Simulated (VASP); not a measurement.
**Co: single point with PBE**

Co:

```
Co
1.0
     2.45398    0.00000    0.00000
    -1.22699    2.12521    0.00000
     0.00000    0.00000    8.03395
Co
4
Direct
  0.66667 0.33333 0.75000
  0.00000 0.00000 0.50000
  0.33333 0.66667 0.25000
  0.00000 0.00000 0.00000
```

```json
{
  "Program": "VASP 6.6.1",
  "Task": "single point",
  "Functional": "PBE",
  "Potentials or basis": "VASP PAW PBE potentials, release 64 (Co)",
  "Cutoff": "520 eV",
  "k mesh": "12 × 12 × 4",
  "Occupations": "fermi-dirac, width 0.05 eV",
  "Spin": "collinear spin, ferromagnetic start",
  "Starting moments": "[2.0, 2.0, 2.0, 2.0] μB"
}
```

The pressure is 8.5 GPa and the net moment is 6.47 μB per cell. The site moments are Co +1.64, +1.62 (each value once) μB. The valence electrons inside the program's atomic spheres are Co 8.34, 8.35 (each value once).

Stress tensor (GPa, compression positive):
```
9.77 0.00 0.00
0.00 9.77 0.00
0.00 0.00 5.84
```

Levels at points of the mesh, in eV from the Fermi level:
Spin up:
```tsv
k point	band 19	band 20	band 21	band 22	band 23	band 24	band 25	band 26
(0.00, 0.00, 0.00)	-1.49	-1.17	-1.17	-0.76	-0.76	-0.30	6.44	15.05
(0.50, 0.00, 0.00)	-0.50	-0.48	0.28	1.41	2.58	3.22	7.24	7.26
(0.00, 0.00, 0.50)	-1.65	-1.65	-0.94	-0.94	-0.94	-0.94	9.45	9.45
(0.50, 0.00, 0.50)	-0.52	-0.52	1.31	1.31	2.90	2.90	7.58	7.58
```
Spin down:
```csv
k point,band 12,band 13,band 14,band 15,band 16,band 17
"(0.00, 0.00, 0.00)",-0.88,-0.88,-0.84,-0.84,-0.34,0.05
"(0.50, 0.00, 0.00)",-0.11,-0.07,0.53,1.23,1.25,1.26
"(0.00, 0.00, 0.50)",-1.09,-0.98,-0.98,-0.98,-0.98,0.24
"(0.50, 0.00, 0.50)",-0.88,-0.25,-0.25,0.84,0.84,1.24
```

Wall time 7.6 min on 1 thread of Intel Xeon 8259CL (shared host), peak memory 0.23 GiB.

Caveat: the cell stands under pressure.
